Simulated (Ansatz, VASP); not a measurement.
# InB2As3: VASP beside Ansatz

```xyz
6
Lattice="-1.8072 1.8072 8.2142 1.8072 -1.8072 8.2142 1.8072 1.8072 -8.2142" Properties=species:S:1:pos:R:3 pbc="T T T"
B     0.0000    0.0000   13.4854
B     0.0000    0.0000    2.9429
As    1.8072    0.0000    4.1071
As    0.0000    1.8072    1.8123
As    0.0000    1.8072    6.4018
In    0.0000    0.0000    8.2142
```

Alike in both runs: task single point; functional r2SCAN; k mesh 10 × 10 × 10; occupations fermi-dirac, width 0.02 eV; no spin polarisation.

|  | VASP | Ansatz |
| --- | --- | --- |
| version | VASP 6.6.1 | Ansatz 0.2.0 |
| potentials or method | VASP PAW PBE potentials, release 64 (B, As, In_d) | plane waves, PAW |
| plane-wave cutoff (eV) | 520 | 500 |
| valence electrons in the cell | 34 | 64 |

Ansatz gave:

```
pressure (GPa) : 0.0
```

Question: Estimate VASP's values.

Answer: Pressure (GPa): 0.1.

VASP's potentials were made for PBE, not for r2SCAN. The functional is the same, so the differences come from potentials, cutoffs and numerics. VASP's potentials hold 34 valence electrons a cell and Ansatz's 64, so a difference there can come from the potentials and not from the codes.
